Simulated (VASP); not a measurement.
# K2NaBCl6 (P1) in VASP: settings compared

K2NaBCl6 is run at these levels: r2SCAN, PBE; tasks: single point.

Everything below comes from runs of VASP 6.6.1. Logs are shortened: lines on timing, memory, paths and dates and some standing lists are left out, and cuts for length are marked.

### 1 The cell of the first run

The typed cell holds 10 atoms: a = 5.595 Å, b = 5.595 Å, c = 9.034 Å, α = 84.69°, β = 84.63°, γ = 89.09°.

### 2 Single point, r2SCAN

POSCAR reads:

```
K2NaBCl6
1.0
    5.5945072000      0.0000000000      0.0000000000
    0.0888661000      5.5945047000      0.0000000000
    0.8459569000      0.8231893000      8.9570094000
K Na B Cl
2 1 1 6
Direct
    0.5730620000      0.5397650000      0.2888010000
    0.4586440000      0.4313880000      0.7168230000
    0.0246910000      0.9799490000      0.4997280000
    0.0776210000      0.9184440000      0.9991640000
    0.4036390000      0.9674500000      0.0028550000
    0.5202640000      0.9732870000      0.5156380000
    0.0204130000      0.5939720000      0.9955690000
    0.0338810000      0.4847470000      0.4836940000
    0.9133080000      0.0258420000      0.1710190000
    0.9744780000      0.0851570000      0.8267090000
```

INCAR.step1 reads:

```
SYSTEM = K2NaBCl6
ALGO = Normal
EDIFF = 1E-4
ENCUT = 520
GGA = PE
ISMEAR = 0
LASPH = .True.
LCHARG = .False.
LREAL = .False.
LWAVE = .True.
NBANDS = 46
NELM = 80
PREC = Accurate
SIGMA = 0.02
```

INCAR.step2 reads:

```
SYSTEM = K2NaBCl6
ALGO = Normal
EDIFF = 1E-6
ENCUT = 520
ISIF = 2
ISMEAR = 0
ISTART = 1
LASPH = .True.
LCHARG = .False.
LMIXTAU = .True.
LREAL = .False.
LWAVE = .False.
METAGGA = R2SCAN
NBANDS = 46
NELM = 80
PREC = Accurate
SIGMA = 0.02
```

KPOINTS reads:

```
k-points
0
Gamma
  4 4 4
  0 0 0
```

Potentials or basis: VASP PAW PBE potentials, release 64 (K_sv, Na_pv, B, Cl).

Command:

```
$ cat potpaw_PBE.64/K_sv/POTCAR potpaw_PBE.64/Na_pv/POTCAR potpaw_PBE.64/B/POTCAR potpaw_PBE.64/Cl/POTCAR > POTCAR
$ cp INCAR.step1 INCAR
$ mpirun -np 1 vasp_std > vasp.out
$ cp INCAR.step2 INCAR
$ mpirun -np 1 vasp_std > vasp.out
```

OUTCAR:

```text
SYSTEM = K2NaBCl6
   EDIFF = 1E-6
   ENCUT = 520
   ISIF = 2
   ISMEAR = 0
   ISTART = 1
   LASPH = .True.
   LREAL = .False.
   METAGGA = R2SCAN
   NELM = 80
   PREC = Accurate

 ion  position               nearest neighbor table
   1  0.573  0.540  0.289-
   2  0.459  0.431  0.717-
   3  0.025  0.980  0.500-
   4  0.078  0.918  0.999-   7 1.85   5 1.85   9 1.87  10 1.87
   5  0.404  0.967  0.003-   4 1.85
   6  0.520  0.973  0.516-
   7  0.020  0.594  0.996-   4 1.85
   8  0.034  0.485  0.484-
   9  0.913  0.026  0.171-   4 1.87
  10  0.974  0.085  0.827-   4 1.87

  LATTYP: Found a triclinic cell.
 ALAT       =     5.5945072000
 B/A-ratio  =     1.4030261475
 C/A-ratio  =     2.2894030914
 COS(alpha) =     0.0004409412
 COS(beta)  =     0.5097820392
 COS(gamma) =     0.7014234730

  Lattice vectors:

 A1 = (  -5.5945072000,   0.0000000000,   0.0000000000)
 A2 = (  -5.5056411000,   5.5945047000,   0.0000000000)
 A3 = (  -6.5293302000,  -6.4176940000,  -8.9570094000)

Analysis of symmetry for initial positions (statically):
=====================================================================
 Subroutine PRICEL returns:
 Original cell was already a primitive cell.

 Routine SETGRP: Setting up the symmetry group for a
 triclinic supercell.

 Subroutine GETGRP returns: Found  1 space group operations
 (whereof  1 operations were pure point group operations)
 out of a pool of  2 trial point group operations.

The static configuration has the point symmetry C_1 .

Analysis of symmetry for dynamics (positions and initial velocities):
=====================================================================
 Subroutine PRICEL returns:
 Original cell was already a primitive cell.

 Routine SETGRP: Setting up the symmetry group for a
 triclinic supercell.

 Subroutine GETGRP returns: Found  1 space group operations
 (whereof  1 operations were pure point group operations)
 out of a pool of  2 trial point group operations.

The dynamic configuration has the point symmetry C_1 .

 Subroutine INISYM returns: Found  1 space group operations
 (whereof  1 operations are pure point group operations),
 and found     1 'primitive' translations

----------------------------------------------------------------------------------------

                                     Primitive cell

  volume of cell :     280.3409

  direct lattice vectors                    reciprocal lattice vectors
     5.594507200  0.000000000  0.000000000     0.178746754 -0.002839309 -0.016621034
     0.088866100  5.594504700  0.000000000     0.000000000  0.178746833 -0.016427635
     0.845956900  0.823189300  8.957009400     0.000000000  0.000000000  0.111644407

  length of vectors
     5.594507200  5.595210454  9.034450791     0.179540309  0.179500133  0.111644407

  position of ions in fractional coordinates (direct lattice)
     0.573062000  0.539765000  0.288801000
     0.458644000  0.431388000  0.716823000
     0.024691000  0.979949000  0.499728000
     0.077621000  0.918444000  0.999164000
     0.403639000  0.967450000  0.002855000
     0.520264000  0.973287000  0.515638000
     0.020413000  0.593972000  0.995569000
     0.033881000  0.484747000  0.483694000
     0.913308000  0.025842000  0.171019000
     0.974478000  0.085157000  0.826709000

  ion indices of the primitive-cell ions
   primitive index   ion index
                 1           1
                 2           2
                 3           3
                 4           4
                 5           5
                 6           6
                 7           7
                 8           8
                 9           9
                10          10

----------------------------------------------------------------------------------------

 KPOINTS: k-points

Automatic generation of k-mesh.
 Grid dimensions read from file:
 generate k-points for:    4    4    4

 Generating k-lattice:

  Cartesian coordinates                     Fractional coordinates (reciprocal lattice)
     0.044686688 -0.000709827 -0.004155259     0.250000000 -0.000000000  0.000000000
     0.000000000  0.044686708 -0.004106909     0.000000000  0.250000000  0.000000000
     0.000000000  0.000000000  0.027911102     0.000000000  0.000000000  0.250000000

  Length of vectors
     0.044885077  0.044875033  0.027911102

  Shift w.r.t. Gamma in fractional coordinates (k-lattice)
     0.000000000  0.000000000  0.000000000

 Subroutine IBZKPT returns following result:
 ===========================================

 Found     36 irreducible k-points:

 Following reciprocal coordinates:
            Coordinates               Weight
  0.000000  0.000000  0.000000      1.000000
  0.250000  0.000000  0.000000      2.000000
  0.500000  0.000000  0.000000      1.000000
  0.000000  0.250000  0.000000      2.000000
  0.250000  0.250000  0.000000      2.000000
  0.500000  0.250000  0.000000      2.000000
[... 16 lines left out ...]
  0.000000 -0.250000  0.250000      2.000000
  0.250000 -0.250000  0.250000      2.000000
 [... further k-points ...]
   k-points           NKPTS =     36   k-points in BZ     NKDIM =     36   number of bands    NBANDS=     46
   number of dos      NEDOS =    301   number of ions     NIONS =     10
   total plane-waves  NPLWV = 123480
   dimension x,y,z NGX =    42 NGY =   42 NGZ =   70
   dimension x,y,z NGXF=    84 NGYF=   84 NGZF=  140
   ions per type =               2   1   1   6
   NGX,Y,Z   is equivalent  to a cutoff of  12.48, 12.48, 12.88 a.u.
   NGXF,Y,Z  is equivalent  to a cutoff of  24.96, 24.96, 25.76 a.u.
 SYSTEM =  K2NaBCl6
   PREC   = accura    normal or accurate (medium, high low for compatibility)
   ISTART =      1    job   : 0-new  1-cont  2-samecut
   ICHARG =      0    charge: 1-file 2-atom 10-const
   ISPIN  =      1    spin polarized calculation?
   LNONCOLLINEAR =      F non collinear calculations
   LSORBIT =      F    spin-orbit coupling
   LASPH  =      T    aspherical Exc in radial PAW
   ENCUT  =  520.0 eV  38.22 Ry    6.18 a.u.  10.40 10.40 16.80*2*pi/ulx,y,z
   NELM   =     80;   NELMIN=  2; NELMDL=  0     # of ELM steps
   EDIFF  = 0.1E-05   stopping-criterion for ELM
   LREAL  =      F    real-space projection
   EDIFFG = 0.1E-04   stopping-criterion for IOM
   NSW    =      0    number of steps for IOM
   IBRION =     -1    ionic relax: 0-MD 1-quasi-New 2-CG
   NFREE  =      0    steps in history (QN), initial steepest desc. (CG)
   ISIF   =      2    stress and relaxation
   ISYM   =      2    0-nonsym 1-usesym 2-fastsym
   POTIM  = 0.5000    time-step for ionic-motion
   TEBEG  =    0.0;   TEEND  =   0.0 temperature during run
   PSTRESS=    0.0 pullay stress
   NELECT =      70.0000    total number of electrons
   NUPDOWN=      -1.0000    fix difference up-down
   EMIN   =  10.00;   EMAX   =-10.00  energy-range for DOS
   EFERMI =   0.00;   METHOD = LEGACY
   ISMEAR =     0;   SIGMA  =   0.02  broadening in eV -4-tet -1-fermi 0-gaus
   EFERMI_NEDOS =   21; number of points for ismear=-14 and -15
   IALGO  =     38    algorithm
   IMIX   =      4    mixing-type and parameters
     AMIX     =   0.40;   BMIX     =  1.00
     AMIX_MAG =   1.60;   BMIX_MAG =  1.00
  volume/ion in A,a.u.               =      28.03       189.18
  Fermi-wavevector in a.u.,A,eV,Ry     =   1.030889  1.948098 14.459355  1.062733
  Thomas-Fermi vector in A             =   2.165010
   LORBIT       =      0    0 simple, 1 ext, 2 COOP (PROOUT), +10 PAW based schemes
   METAGGA = R2SCAN    functional components
   LHFCALC =     F    Hartree Fock is set to
   AEXX    =    0.0000 exact exchange contribution
   IVDW    =     0    specifies the selected vdW correction
   LEPSILON=     F    determine dielectric tensor
   LRPA    =     F    only Hartree local field effects (RPA)
 non-spin polarized calculation
 Gauss-broadening in eV      SIGMA  =   0.02
  energy-cutoff  :      520.00
  volume of cell :      280.34
 maximum number of plane-waves:      7572
 NGX is ok and might be reduce to    42
   NGX = 21   NGY = 21   NGZ = 33

 number of electron      69.9999998 magnetization

 Free energy of the ion-electron system (eV)
  ---------------------------------------------------
  ext. energy  EPLUGINS =         0.00000000
  ---------------------------------------------------
  free energy    TOTEN  =       -76.54583287 eV

  energy without entropy =      -76.54583287  energy(sigma->0) =      -76.54583287

 E-fermi :  -1.2369     XC(G=0):  -7.9136

 val. band max:       -1.3799147158   @ k =   0.5000   0.5000   0.5000
 cond. band min:       4.1596771368   @ k =   0.0000   0.0000   0.0000
 fundamental gap:      5.5395918526
 Fermi energy:        -1.2369024942

 k-point     1 :       0.0000    0.0000    0.0000
  band No.  band energies     occupation
      1     -30.6758      2.00000
      2     -30.6343      2.00000
      3     -23.3710      2.00000
      4     -23.3199      2.00000
      5     -23.3138      2.00000
      6     -17.4756      2.00000
[... 38 lines left out ...]
     45       7.4465      0.00000
     46       7.4846      0.00000

 k-point     2 :       0.2500    0.0000    0.0000
  band No.  band energies     occupation
      1     -30.6757      2.00000
      2     -30.6342      2.00000
      3     -23.3710      2.00000
      4     -23.3205      2.00000
      5     -23.3142      2.00000
      6     -17.4307      2.00000
[... 38 lines left out ...]
     45       7.6561      0.00000
     46       7.7762      0.00000

 k-point     3 :       0.5000    0.0000    0.0000
  band No.  band energies     occupation
      1     -30.6756      2.00000
      2     -30.6342      2.00000
      3     -23.3710      2.00000
      4     -23.3213      2.00000
      5     -23.3146      2.00000
      6     -17.3816      2.00000
[... 38 lines left out ...]
     45       7.6760      0.00000
     46       7.9960      0.00000

 k-point     4 :       0.0000    0.2500    0.0000
  band No.  band energies     occupation
      1     -30.6757      2.00000
      2     -30.6342      2.00000
      3     -23.3710      2.00000
      4     -23.3204      2.00000
      5     -23.3143      2.00000
      6     -17.4302      2.00000
[... 920 lines left out ...]
     45       7.4950      0.00000
     46       7.6572      0.00000

 k-point    23 :       0.0000   -0.2500    0.2500
  band No.  band energies     occupation
      1     -30.6757      2.00000
      2     -30.6343      2.00000
      3     -23.3710      2.00000
      4     -23.3204      2.00000
      5     -23.3143      2.00000
      6     -17.4297      2.00000
[... 38 lines left out ...]
     45       7.6639      0.00000
     46       7.8112      0.00000

 k-point    24 :       0.2500   -0.2500    0.2500
  band No.  band energies     occupation
      1     -30.6756      2.00000
      2     -30.6342      2.00000
      3     -23.3710      2.00000
      4     -23.3210      2.00000
      5     -23.3149      2.00000
      6     -17.3843      2.00000
[... 38 lines left out ...]
     45       7.6244      0.00000
     46       7.9912      0.00000

 [... further k-points ...]

------------------------ aborting loop because EDIFF is reached ----------------------------------------

  FORCE on cell =-STRESS in cart. coord.  units (eV):
  Direction    XX          YY          ZZ          XY          YZ          ZX
  --------------------------------------------------------------------------------------
  -------------------------------------------------------------------------------------
  Total       -1.7851324     -1.7628524     -1.7796735      0.0053907      0.0213325      0.0140675
  in kB      -10.2022158    -10.0748834    -10.1710178      0.0308083      0.1219173      0.0803974
  external PRESSURE =     -10.1493723 kB  Pullay stress =       0.0000000 kB

 VOLUME and BASIS-vectors are now :
 -----------------------------------------------------------------------------
  energy-cutoff  :      520.00
  volume of cell :      280.34
      direct lattice vectors                 reciprocal lattice vectors
     5.594507200  0.000000000  0.000000000     0.178746754 -0.002839309 -0.016621034
     0.088866100  5.594504700  0.000000000     0.000000000  0.178746833 -0.016427635
     0.845956900  0.823189300  8.957009400     0.000000000  0.000000000  0.111644407

 POSITION                                       TOTAL-FORCE (eV/Angst)
 -----------------------------------------------------------------------------------
      3.49828      3.25746      2.58679         0.014562      0.007280     -0.000159
      3.21062      3.00348      6.42059        -0.004531     -0.016617     -0.006880
      0.64797      5.89370      4.47607        -0.010291      0.019236     -0.012318
      1.36112      5.96074      8.94952         0.001631     -0.002243     -0.001653
      2.34655      5.41475      0.02557        -0.109521     -0.016391     -0.013803
      3.43332      5.86953      4.61857        -0.001715      0.003245      0.001410
      1.00919      4.14252      8.91732         0.020016      0.108647      0.005692
      0.64181      3.11009      4.33245        -0.001264     -0.000990      0.012586
      5.25648      0.28535      1.53182         0.045480     -0.053790     -0.063327
      6.15865      1.15695      7.40484         0.045633     -0.048378      0.078452
 -----------------------------------------------------------------------------------
    total drift:                               -0.000837      0.012850     -0.012456

  FREE ENERGIE OF THE ION-ELECTRON SYSTEM (eV)
  ---------------------------------------------------
  free  energy   TOTEN  =       -76.5458328709 eV

  energy  without entropy=      -76.5458328709  energy(sigma->0) =      -76.54583287
```

Run time: 54 min. Hardware: 1 thread of AMD EPYC 7R13, shared host; peak memory 0.59 GiB.

Results:

| Item | Value |
| --- | --- |
| Free energy | -76.5458 eV |
| Pressure | -1.0 GPa |
| Largest force | 0.112 eV/Å |
| Band gap on the k mesh | 5.54 eV (least direct gap 5.63 eV) |

Forces in eV/Å, atoms in the order of the input:
```
K    0.015  0.007  0.000
K   -0.005 -0.017 -0.007
Na  -0.010  0.019 -0.012
B    0.002 -0.002 -0.002
Cl  -0.110 -0.016 -0.014
Cl  -0.002  0.003  0.001
Cl   0.020  0.109  0.006
Cl  -0.001 -0.001  0.013
Cl   0.045 -0.054 -0.063
Cl   0.046 -0.048  0.078
```

Caveat: the PAW data sets were made with another functional, which shifts forces and pressure a little.

### 3 Single point, PBE

INCAR reads:

```
SYSTEM = K2NaBCl6
ALGO     = Normal         ! electronic algorithm
EDIFF    = 1E-6           ! SCF threshold, eV
ENCUT    = 520            ! plane-wave cutoff, eV
GGA      = PE             ! functional
ISIF     = 2              ! what is computed and relaxed
ISMEAR   = 0              ! smearing method
LASPH    = .TRUE.         ! aspherical terms in the spheres
LCHARG   = .FALSE.        ! write CHGCAR
LREAL    = .FALSE.        ! projectors in reciprocal space
LWAVE    = .FALSE.        ! write WAVECAR
NBANDS   = 46             ! bands
NELM     = 100            ! most SCF steps
PREC     = Accurate       ! precision mode
SIGMA    = 0.1            ! smearing width, eV
```

KPOINTS reads:

```
k-points
0
G
  4 4 2
  0 0 0
```

POSCAR is that of step 2.

Potentials or basis: VASP PAW PBE potentials, release 64 (K_sv, Na_pv, B, Cl).

Command:

```
$ cat potpaw_PBE.64/K_sv/POTCAR potpaw_PBE.64/Na_pv/POTCAR potpaw_PBE.64/B/POTCAR potpaw_PBE.64/Cl/POTCAR > POTCAR
$ mpirun -np 1 vasp_std > vasp.out
```

Wall time 3.6 min (1 thread of Intel Xeon Platinum 8488C (Sapphire Rapids), shared host); peak memory 0.48 GiB.

The run converged. Its results:

```yaml
Free_energy: -36.2904 eV
Pressure: -0.1 GPa
Largest_force: 0.050 eV/Å
Band_gap_on_the_k_mesh: 4.85 eV (least direct gap 4.93 eV)
```

Forces on the atoms (eV/Å):
```
K   -0.004  0.002 -0.009
K    0.003  0.002  0.000
Na  -0.001  0.001 -0.003
B    0.007 -0.005 -0.003
Cl  -0.045 -0.007 -0.005
Cl  -0.001 -0.001  0.006
Cl   0.007  0.044 -0.004
Cl   0.004 -0.002  0.005
Cl   0.017 -0.016 -0.032
Cl   0.012 -0.017  0.045
```

Levels at points of the mesh, in eV from the valence-band top:
```csv
k point,band 31,band 32,band 33,band 34,band 35,band 36,band 37,band 38,band 39,band 40
"(0.00, 0.00, 0.00)",-0.63,-0.35,-0.23,-0.14,-0.09,4.85,6.11,6.84,7.00,7.20
"(0.50, 0.00, 0.00)",-0.60,-0.55,-0.51,-0.35,-0.22,5.79,6.35,6.65,6.76,7.24
"(0.00, 0.50, 0.00)",-0.59,-0.54,-0.51,-0.35,-0.21,5.80,6.36,6.64,6.75,7.26
"(0.50, 0.50, 0.00)",-0.47,-0.38,-0.24,-0.13,0.00,5.89,6.23,6.48,6.66,7.21
"(0.00, 0.00, 0.50)",-0.69,-0.60,-0.28,-0.16,-0.09,5.61,5.74,6.51,6.91,6.92
"(0.50, 0.00, 0.50)",-0.61,-0.55,-0.42,-0.36,-0.34,6.01,6.39,6.54,7.10,7.20
"(0.00, 0.50, 0.50)",-0.62,-0.56,-0.41,-0.35,-0.35,6.03,6.37,6.57,7.10,7.20
"(0.50, 0.50, 0.50)",-0.41,-0.33,-0.28,-0.12,0.00,6.07,6.42,6.49,6.74,6.97
```
